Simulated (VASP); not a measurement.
**Pt: single point with r2SCAN**

The system is Pt.

```xyz
1
Lattice="-1.5799 1.5799 1.5799 1.5799 -1.5799 1.5799 1.5799 1.5799 -1.5799" Properties=species:S:1:pos:R:3 pbc="T T T"
Pt    0.0000    0.0000    0.0000
```

| Property | Result |
| --- | --- |
| Program | VASP 6.6.1 |
| Task | single point |
| Functional | r2SCAN |
| Potentials or basis | VASP PAW PBE potentials, release 64 (Pt) |
| Cutoff | 520 eV |
| k mesh | 18 × 18 × 18 |
| Occupations | fermi-dirac, width 0.05 eV |
| Spin | no spin polarisation |
| Dipole correction | no |
| Further INCAR settings | ALGO = Normal; EDIFF = 1e-07; NBANDS = 11 |

```json
{
 "Pressure": "-4.3 GPa",
 "Band gap on the k mesh": "zero (band 5 reaches 11.06 eV, above the bottom of band 6 at 8.74 eV)"
}
```

Levels at points of the mesh, in eV from the Fermi level:
```
           k point  band 3  band 4  band 5  band 6  band 7  band 8
(0.00, 0.00, 0.00)   -3.66   -3.66   -1.16   -1.16   18.05   18.05
(0.50, 0.00, 0.00)   -1.33   -0.84    0.41    1.05    6.59   14.03
(0.50, 0.50, 0.50)    0.51    0.51    0.51    8.07    8.07    8.07
```

It used 80 s of CPU time on 1 thread of AMD EPYC 7R13 Processor (Zen 3) (shared host).

Caveat: the PAW data sets were made with another functional, which shifts forces and pressure a little; spin-orbit coupling is left out, which moves the levels of the heavy elements.
